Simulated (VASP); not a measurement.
AlN, 4 atoms in the cell. The typed cell holds 4 atoms: a = 3.089 Å, b = 3.082 Å, c = 4.943 Å, α = 89.89°, β = 89.71°, γ = 119.78°.  This cell differs from its parent crystal: equal xy, yz and zx engineering shears of +0.5 %.

* Program: VASP 6.6.1
* Task: relaxation of the atoms
* Functional: LDA
* Potentials or basis: VASP PAW LDA potentials, release 64 (Al, N)
* Cutoff: 520 eV
* k mesh: 8 × 8 × 6
* Occupations: gaussian, width 0.01 eV
* Spin: no spin polarisation
* Dipole correction: no
* Further INCAR settings: ALGO = Normal; EDIFF = 1e-07; IBRION = 2; EDIFFG = -0.002; NSW = 50

Potentials or basis: VASP PAW LDA potentials, release 64 (Al, N).

The run is started by

```bash
$ cat potpaw_LDA.64/Al/POTCAR potpaw_LDA.64/N/POTCAR > POTCAR
$ mpirun -np 1 vasp_std > vasp.out
```

Hardware: 1 thread of Intel(R) Xeon(R) Platinum 8259CL CPU @ 2.50GHz (Skylake/Cascade Lake), with other jobs on the host.

**Question.** Estimate the wall time of this run.

**Answer.** It took 2.8 min on 1 thread of Intel(R) Xeon(R) Platinum 8259CL CPU @ 2.50GHz (Skylake/Cascade Lake) (shared host), peak memory 0.2 GiB. Counts: scf iterations 39, k points 196, ion steps 8.
